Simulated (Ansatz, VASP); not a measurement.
# CdSeS4: VASP beside Ansatz

```
Cd Se S
1.0
     4.74219    0.00000    0.00000
     0.00000    4.74219    0.00000
     0.00000    0.00000   10.81437
Cd Se S
1 1 4
Cartesian
  0.0000 0.0000 0.0000
  2.3711 2.3711 5.4072
  2.3711 0.0000 0.0000
  0.0000 2.3711 0.0000
  0.0000 0.0000 4.4466
  0.0000 0.0000 6.3678
```

Change from the starting cell: species swapped into the AlTlF4 type (P4/mmm, No. 123).

Alike in both runs: functional PBE; k mesh 8 × 8 × 4; occupations gaussian, width 0.1 eV; no spin polarisation.

Ansatz relaxed the structure, and its values are those at the end. VASP's run is a single point on that final structure, the one shown.

|  | VASP | Ansatz |
| --- | --- | --- |
| version | VASP 6.6.1 | Ansatz 0.2.0 |
| potentials or method | VASP PAW PBE potentials, release 64 (Cd, Se, S), cutoff 520 eV | scalar-relativistic, plane waves, PAW |
| valence electrons in the cell | 42 | 60 |

```csv
,VASP,Ansatz,Ansatz less VASP
gap on the k mesh at the Fermi level (eV),none,none,-
pressure (GPa),0.1,0.0,-0.05
rms of the force components (eV/Å),0.070,0.000,-0.0700
```

A gap of «none» marks a metal or a gap that the smearing closes. With one functional, cell and mesh, what is left measures potentials, basis and numerics. VASP's potentials hold 42 valence electrons a cell and Ansatz's 60, so a difference there can come from the potentials and not from the codes.
